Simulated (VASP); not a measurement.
**Hf5C3: single point with PBE**

Crystal: Hf5C3.

```
Hf C
1.0
     4.32105    0.00000    0.00000
     0.00000    4.32105    0.00000
     0.00000    0.00000    7.98190
Hf C
5 3
Direct
  0.00000 0.50000 0.25975
  0.50000 0.00000 0.25975
  0.00000 0.50000 0.74025
  0.50000 0.00000 0.74025
  0.00000 0.00000 0.50000
  0.00000 0.00000 0.79525
  0.00000 0.00000 0.20475
  0.50000 0.50000 0.50000
```

The cell was generated, and may not be a known phase.

```
Program             : VASP 6.6.1
Task                : single point
Functional          : PBE
Potentials or basis : VASP PAW PBE potentials, release 64 (Hf_pv, C)
Cutoff              : 520 eV
k mesh              : 4 × 4 × 2
Occupations         : gaussian, width 0.2 eV
Spin                : no spin polarisation
```

The pressure is 0.1 GPa and the band gap on the k mesh is zero (bands 31 and 32 overlap by 1.79 eV).

Forces in eV/Å, atoms in the order of the input:
```
Hf   0.000  0.000 -0.001
Hf   0.000  0.000 -0.001
Hf   0.000  0.000  0.001
Hf   0.000  0.000  0.001
Hf   0.000  0.000  0.000
C    0.000  0.000  0.002
C    0.000  0.000 -0.002
C    0.000  0.000  0.000
```

Stress tensor (GPa, compression positive):
```
 0.27  0.00  0.00
 0.00  0.27  0.00
 0.00  0.00 -0.39
```

Levels at points of the mesh, in eV from the Fermi level:
```
           k point  band 29  band 30  band 31  band 32  band 33  band 34
(0.00, 0.00, 0.00)    -1.30    -1.29    -1.29    -1.05    -1.05    -0.71
(0.50, 0.00, 0.00)    -0.82    -0.11     0.09     0.42     0.64     0.80
(0.50, 0.50, 0.00)     0.19     0.67     0.67     0.72     0.76     0.76
(0.00, 0.00, 0.50)    -1.34    -1.14    -1.12    -1.12    -1.05    -1.05
(0.50, 0.00, 0.50)    -1.02    -0.33     0.54     0.54     0.71     0.77
(0.50, 0.50, 0.50)     0.33     0.59     0.60     0.60     0.75     1.01
```

Wall time 95 s on 1 thread of Intel Xeon 8259CL (shared host), peak memory 0.26 GiB.

Caveat: the k points lie up to 0.39 Å⁻¹ apart, too coarse for converged energies and pressures of a metal; spin-orbit coupling is left out, which moves the levels of the heavy elements.
